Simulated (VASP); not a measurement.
# Bi (C2/m) in VASP: a series of runs

The runs below take Bi through single point, relaxation of cell and atoms, with PBE.

Everything below comes from runs of VASP 6.6.1. Logs are shortened: lines on timing, memory, paths and dates and some standing lists are left out, and cuts for length are marked.

## Step 1: The cell of the first run

The structure is monoclinic, space group C2/m (No. 12). The conventional cell has a = 3.069 Å, b = 5.738 Å, c = 4.393 Å, α = 90.00°, β = 110.17°, γ = 90.00°. Within 4.0 Å of Bi (site symmetry 2/m) lie 6 Bi at 3.07 to 3.25 Å.

## Step 2: Single point, PBE

INCAR

```
SYSTEM = Bi
PREC = Accurate
ENCUT = 520
EDIFF = 1E-7
ISMEAR = 0
SIGMA = 0.1
LREAL = .False.
LASPH = .True.
NELM = 100
ALGO = Normal
ISIF = 2
LWAVE = .False.
LCHARG = .True.
GGA = PE
LELF = .True.
LVHAR = .True.
NBANDS = 14
```

KPOINTS

```
Automatic mesh
0
Gamma
  6 6 4
  0 0 0
```

POSCAR

```
Bi
1.0
    1.5342921100     -2.8689419500      0.0000000000
    1.5342921100      2.8689419500      0.0000000000
   -1.5144315300      0.0000000000      4.1231901200
Bi
1
Direct
    0.5000000000      0.5000000000      0.5000000000
```

Potentials or basis: VASP PAW PBE potentials, release 64 (Bi_d).

On the command line:

```
$ cat potpaw_PBE.64/Bi_d/POTCAR > POTCAR
$ mpirun -np 1 vasp_std > vasp.out
```

OUTCAR:

```text
SYSTEM = Bi
   PREC = Accurate
   ENCUT = 520
   EDIFF = 1E-7
   ISMEAR = 0
   LREAL = .False.
   LASPH = .True.
   NELM = 100
   ISIF = 2
   GGA = PE

 ion  position               nearest neighbor table
   1  0.500  0.500  0.500-

  LATTYP: Found a base centered monoclinic cell.
 ALAT       =     3.0685842200
 B/A-ratio  =     1.8698798823
 C/A-ratio  =     1.4314472100
 COS(beta)  =    -0.3447753906

  Lattice vectors:

 A1 = (   1.5342921100,  -2.8689419500,   0.0000000000)
 A2 = (   1.5342921100,   2.8689419500,   0.0000000000)
 A3 = (  -1.5144315300,   0.0000000000,   4.1231901200)

Analysis of symmetry for initial positions (statically):
=====================================================================
 Subroutine PRICEL returns:
 Original cell was already a primitive cell.

 Routine SETGRP: Setting up the symmetry group for a
 base centered monoclinic supercell.

 Subroutine GETGRP returns: Found  4 space group operations
 (whereof  4 operations were pure point group operations)
 out of a pool of  4 trial point group operations.

The static configuration has the point symmetry C_2h.

Analysis of symmetry for dynamics (positions and initial velocities):
=====================================================================
 Subroutine PRICEL returns:
 Original cell was already a primitive cell.

 Routine SETGRP: Setting up the symmetry group for a
 base centered monoclinic supercell.

 Subroutine GETGRP returns: Found  4 space group operations
 (whereof  4 operations were pure point group operations)
 out of a pool of  4 trial point group operations.

The dynamic configuration has the point symmetry C_2h.

 Subroutine INISYM returns: Found  4 space group operations
 (whereof  4 operations are pure point group operations),
 and found     1 'primitive' translations

----------------------------------------------------------------------------------------

                                     Primitive cell

  volume of cell :      36.2989

  direct lattice vectors                    reciprocal lattice vectors
     1.534292110 -2.868941950  0.000000000     0.325883185 -0.174280278  0.119695613
     1.534292110  2.868941950  0.000000000     0.325883185  0.174280278  0.119695613
    -1.514431530  0.000000000  4.123190120     0.000000000  0.000000000  0.242530655

  length of vectors
     3.253441284  3.253441284  4.392516320     0.388459143  0.388459143  0.242530655

  position of ions in fractional coordinates (direct lattice)
     0.500000000  0.500000000  0.500000000

  ion indices of the primitive-cell ions
   primitive index   ion index
                 1           1

----------------------------------------------------------------------------------------

 KPOINTS: Automatic mesh

Automatic generation of k-mesh.
 Grid dimensions read from file:
 generate k-points for:    6    6    4

 Generating k-lattice:

  Cartesian coordinates                     Fractional coordinates (reciprocal lattice)
     0.054313864 -0.029046713  0.019949269     0.166666667  0.000000000 -0.000000000
     0.054313864  0.029046713  0.019949269     0.000000000  0.166666667 -0.000000000
     0.000000000  0.000000000  0.060632664     0.000000000  0.000000000  0.250000000

  Length of vectors
     0.064743190  0.064743190  0.060632664

  Shift w.r.t. Gamma in fractional coordinates (k-lattice)
     0.000000000  0.000000000  0.000000000

 Subroutine IBZKPT returns following result:
 ===========================================

 Found     47 irreducible k-points:

 Following reciprocal coordinates:
            Coordinates               Weight
  0.000000  0.000000  0.000000      1.000000
  0.166667 -0.000000 -0.000000      4.000000
  0.333333 -0.000000  0.000000      4.000000
  0.500000 -0.000000  0.000000      2.000000
  0.166667  0.166667  0.000000      2.000000
  0.333333  0.166667  0.000000      4.000000
[... 16 lines left out ...]
 -0.333333  0.166667  0.250000      4.000000
 -0.166667  0.166667  0.250000      4.000000
 [... further k-points ...]
   k-points           NKPTS =     47   k-points in BZ     NKDIM =     47   number of bands    NBANDS=     14
   number of dos      NEDOS =    301   number of ions     NIONS =      1
   total plane-waves  NPLWV =  20736
   dimension x,y,z NGX =    24 NGY =   24 NGZ =   36
   dimension x,y,z NGXF=    48 NGYF=   48 NGZF=   72
   ions per type =               1
   NGX,Y,Z   is equivalent  to a cutoff of  12.26, 12.26, 13.63 a.u.
   NGXF,Y,Z  is equivalent  to a cutoff of  24.53, 24.53, 27.25 a.u.
 SYSTEM =  Bi
   PREC   = accura    normal or accurate (medium, high low for compatibility)
   ISTART =      0    job   : 0-new  1-cont  2-samecut
   ICHARG =      2    charge: 1-file 2-atom 10-const
   ISPIN  =      1    spin polarized calculation?
   LNONCOLLINEAR =      F non collinear calculations
   LSORBIT =      F    spin-orbit coupling
   LASPH  =      T    aspherical Exc in radial PAW
   ENCUT  =  520.0 eV  38.22 Ry    6.18 a.u.   6.05  6.05  8.17*2*pi/ulx,y,z
   NELM   =    100;   NELMIN=  2; NELMDL= -5     # of ELM steps
   EDIFF  = 0.1E-06   stopping-criterion for ELM
   LREAL  =      F    real-space projection
   EDIFFG = 0.1E-05   stopping-criterion for IOM
   NSW    =      0    number of steps for IOM
   IBRION =     -1    ionic relax: 0-MD 1-quasi-New 2-CG
   NFREE  =      0    steps in history (QN), initial steepest desc. (CG)
   ISIF   =      2    stress and relaxation
   ISYM   =      2    0-nonsym 1-usesym 2-fastsym
   POTIM  = 0.5000    time-step for ionic-motion
   TEBEG  =    0.0;   TEEND  =   0.0 temperature during run
   PSTRESS=    0.0 pullay stress
   NELECT =      15.0000    total number of electrons
   NUPDOWN=      -1.0000    fix difference up-down
   EMIN   =  10.00;   EMAX   =-10.00  energy-range for DOS
   EFERMI =   0.00;   METHOD = LEGACY
   ISMEAR =     0;   SIGMA  =   0.10  broadening in eV -4-tet -1-fermi 0-gaus
   EFERMI_NEDOS =   21; number of points for ismear=-14 and -15
   IALGO  =     38    algorithm
   IMIX   =      4    mixing-type and parameters
     AMIX     =   0.40;   BMIX     =  1.00
     AMIX_MAG =   1.60;   BMIX_MAG =  1.00
  volume/ion in A,a.u.               =      36.30       244.96
  Fermi-wavevector in a.u.,A,eV,Ry     =   1.219385  2.304304 20.230501  1.486900
  Thomas-Fermi vector in A             =   2.354639
   LORBIT       =      0    0 simple, 1 ext, 2 COOP (PROOUT), +10 PAW based schemes
   GGA     = PE    functional components
   LHFCALC =     F    Hartree Fock is set to
   AEXX    =    0.0000 exact exchange contribution
   IVDW    =     0    specifies the selected vdW correction
   LEPSILON=     F    determine dielectric tensor
   LRPA    =     F    only Hartree local field effects (RPA)
 non-spin polarized calculation
 Gauss-broadening in eV      SIGMA  =   0.10
  energy-cutoff  :      520.00
  volume of cell :       36.30
 maximum number of plane-waves:       994
   NGX = 13   NGY = 13   NGZ = 17

 number of electron      15.0000006 magnetization

 Free energy of the ion-electron system (eV)
  ---------------------------------------------------
  ext. energy  EPLUGINS =         0.00000000
  ---------------------------------------------------
  free energy    TOTEN  =        -3.26287803 eV

  energy without entropy =       -3.25569963  energy(sigma->0) =       -3.25928883

 E-fermi :   6.0520     XC(G=0):  -9.3568

 val. band max:        6.0227758421   @ k =   0.1667   0.1667   0.0000
 cond. band min:       6.0574890398   @ k =  -0.3333   0.1667  -0.0000
 fundamental gap:      0.0347131977
 Fermi energy:         6.0519868593

 k-point     1 :       0.0000    0.0000    0.0000
  band No.  band energies     occupation
      1     -17.0892      2.00000
      2     -16.9618      2.00000
      3     -16.9125      2.00000
      4     -16.7397      2.00000
      5     -16.7063      2.00000
      6      -7.4162      2.00000
      7       4.7748      2.00000
      8       9.1095      0.00000
      9      12.2875      0.00000
     10      14.3041      0.00000
     11      17.0477      0.00000
     12      17.2875      0.00000
     13      20.4676      0.00000
     14      20.5642      0.00000

 k-point     2 :       0.1667   -0.0000   -0.0000
  band No.  band energies     occupation
      1     -17.0020      2.00000
      2     -16.9391      2.00000
      3     -16.8840      2.00000
      4     -16.7632      2.00000
      5     -16.7411      2.00000
      6      -6.8115      2.00000
      7       5.0356      2.00000
      8       9.5574      0.00000
      9      10.2566      0.00000
     10      11.3475      0.00000
     11      15.3941      0.00000
     12      17.1090      0.00000
     13      19.3407      0.00000
     14      19.8736      0.00000

 k-point     3 :       0.3333   -0.0000    0.0000
  band No.  band energies     occupation
      1     -17.0528      2.00000
      2     -16.8541      2.00000
      3     -16.7673      2.00000
      4     -16.7648      2.00000
      5     -16.7287      2.00000
      6      -5.0372      2.00000
      7       4.2259      2.00000
      8       5.9751      1.72319
      9       9.4876      0.00000
     10      12.1642      0.00000
     11      13.7935      0.00000
     12      14.0745      0.00000
     13      18.0949      0.00000
     14      20.2098      0.00000
[... 324 lines left out ...]
 k-point    23 :      -0.3333    0.1667    0.2500
  band No.  band energies     occupation
      1     -17.0270      2.00000
      2     -16.8952      2.00000
      3     -16.8149      2.00000
      4     -16.7542      2.00000
      5     -16.7460      2.00000
      6      -5.7693      2.00000
      7       5.2152      2.00000
      8       5.8041      1.99955
      9       8.7275      0.00000
     10      12.2255      0.00000
     11      15.6309      0.00000
     12      16.2748      0.00000
     13      18.3535      0.00000
     14      20.9429      0.00000

 k-point    24 :      -0.1667    0.1667    0.2500
  band No.  band energies     occupation
      1     -17.1104      2.00000
      2     -16.8922      2.00000
      3     -16.8526      2.00000
      4     -16.7764      2.00000
      5     -16.7111      2.00000
      6      -6.7489      2.00000
      7       3.4089      2.00000
      8       8.3265      0.00000
      9      12.8404      0.00000
     10      12.9069      0.00000
     11      16.1560      0.00000
     12      16.9954      0.00000
     13      20.4310      0.00000
     14      21.8151      0.00000

 [... further k-points ...]
[... 5 lines left out ...]
  --------------------------------------------------------------------------------------
  -------------------------------------------------------------------------------------
  Total        2.1325070      2.7071335     -0.7934893      0.0000000      0.0000000     -0.1532681
  in kB       94.1256281    119.4887697    -35.0234164      0.0000000      0.0000000     -6.7650205
  external PRESSURE =      59.5303271 kB  Pullay stress =       0.0000000 kB

 VOLUME and BASIS-vectors are now :
 -----------------------------------------------------------------------------
  energy-cutoff  :      520.00
  volume of cell :       36.30
      direct lattice vectors                 reciprocal lattice vectors
     1.534292110 -2.868941950  0.000000000     0.325883185 -0.174280278  0.119695613
     1.534292110  2.868941950  0.000000000     0.325883185  0.174280278  0.119695613
    -1.514431530  0.000000000  4.123190120     0.000000000  0.000000000  0.242530655

 POSITION                                       TOTAL-FORCE (eV/Angst)
 -----------------------------------------------------------------------------------
      0.77708      0.00000      2.06160         0.000000      0.000000      0.000000
 -----------------------------------------------------------------------------------
    total drift:                                0.000000      0.000000     -0.000000

  FREE ENERGIE OF THE ION-ELECTRON SYSTEM (eV)
  ---------------------------------------------------
  free  energy   TOTEN  =        -3.2628780269 eV

  energy  without entropy=       -3.2556996347  energy(sigma->0) =       -3.25928883
```

Run time: 9.1 s. Hardware: 1 thread of Intel Xeon Platinum 8488C (Sapphire Rapids), shared host; peak memory 0.16 GiB.

Results:

```yaml
Free_energy: -3.2629 eV
Pressure: 6.0 GPa
```

Stress tensor (GPa, compression positive):
```
 9.41  0.00 -0.68
 0.00 11.95  0.00
-0.68  0.00 -3.50
```

Caveat: the k points lie up to 0.41 Å⁻¹ apart; spin-orbit coupling is left out, which moves the levels of the heavy elements.

## Step 3: Relaxation of cell and atoms, PBE

INCAR

```
PREC     = Accurate       # precision mode
ENCUT    = 600            # plane-wave cutoff, eV
EDIFF    = 1E-7           # SCF threshold, eV
ISMEAR   = 0              # smearing method
SIGMA    = 0.1            # smearing width, eV
LREAL    = F              # projectors in reciprocal space
LASPH    = T              # aspherical terms in the spheres
NELM     = 100            # most SCF steps
ALGO     = Normal         # electronic algorithm
ISIF     = 3              # what is computed and relaxed
LWAVE    = F              # write WAVECAR
LCHARG   = F              # write CHGCAR
GGA      = PE             # functional
IBRION   = 2              # ionic algorithm
NSW      = 90             # ionic steps
EDIFFG   = -0.04          # ionic threshold
```

KPOINTS

```
regular mesh
0
Gamma
  6 6 4
```

POSCAR is that of step 2.

Potentials or basis: VASP PAW PBE potentials, release 64 (Bi_d).

On the command line:

```
$ cat potpaw_PBE.64/Bi_d/POTCAR > POTCAR
$ mpirun -np 1 vasp_std > vasp.out
```

It took 2.7 min on 1 thread of Intel Xeon Platinum 8488C (Sapphire Rapids), shared host; peak memory 0.2 GiB.

It converged, with:

* Free energy: -3.7959 eV
* Relaxed volume: 31.57 Å³/atom
* Relaxed cell: a = 3.470 Å, b = 3.470 Å, c = 3.583 Å, α = 106.09°, β = 106.09°, γ = 119.08°
* Space group after relaxing (to 0.05 Å): C2/m (No. 12)
* Energy gained by relaxing: 533.0 meV/atom
* Ionic steps: 16
* Pressure after relaxing: -0.1 GPa

Stress tensor (GPa, compression positive):
```
-0.15  0.00 -0.06
 0.00  0.00  0.00
-0.06  0.00 -0.16
```

The path:
```tsv
step	energy change (eV)	largest force (eV/Å)	pressure (GPa)	volume (Å³)
1	0.0000	0.0000	6.00	36.30
2	-0.1168	0.0000	-5.26	43.59
3	-0.1624	0.0000	-2.33	40.63
4	-0.2805	0.0000	-2.65	38.84
5	-0.3914	0.0000	-1.13	36.13
6	-0.4321	0.0000	0.27	33.54
7	-0.4357	0.0000	-0.28	34.06
8	-0.4746	0.0000	-0.63	33.27
9	-0.5108	0.0000	-0.29	32.26
10	-0.4797	0.0000	3.92	29.94
11	-0.5196	0.0000	0.46	31.67
12	-0.5182	0.0000	1.74	30.83
13	-0.5232	0.0000	0.98	31.27
14	-0.5229	0.0000	-0.94	32.09
15	-0.5299	0.0000	-0.13	31.69
16	-0.5330	0.0000	-0.11	31.57
```

Final structure:
```
Bi
1.0
     1.75810   -2.99137   -0.05973
     1.75810    2.99137   -0.05973
    -1.85604    0.00000    3.06492
Bi
1
Direct
  0.50000 0.50000 0.50000
```

Levels at points of the mesh, in eV from the Fermi level:
| k point | band 4 | band 5 | band 6 | band 7 | band 8 | band 9 | band 10 | band 11 |
| --- | --- | --- | --- | --- | --- | --- | --- | --- |
| (0.00, 0.00, 0.00) | -22.87 | -22.77 | -13.35 | 4.37 | 4.45 | 5.98 | 8.40 | 9.60 |
| (0.50, 0.00, 0.00) | -22.77 | -22.71 | -9.74 | -4.65 | 0.82 | 2.55 | 5.11 | 6.86 |
| (0.50, 0.50, 0.00) | -22.82 | -22.74 | -10.87 | -5.08 | 3.06 | 5.33 | 7.55 | 10.15 |
| (0.00, 0.00, 0.50) | -22.82 | -22.75 | -10.88 | -5.12 | 3.36 | 5.17 | 7.93 | 10.13 |
| (0.50, 0.00, 0.50) | -22.77 | -22.74 | -10.24 | -4.84 | 1.46 | 2.89 | 5.64 | 7.18 |
| (0.50, 0.50, 0.50) | -22.75 | -22.71 | -8.69 | -2.57 | -2.53 | 0.73 | 2.99 | 5.19 |

Caveat: the k points lie up to 0.52 Å⁻¹ apart in the final cell; spin-orbit coupling is left out, which moves the levels of the heavy elements.
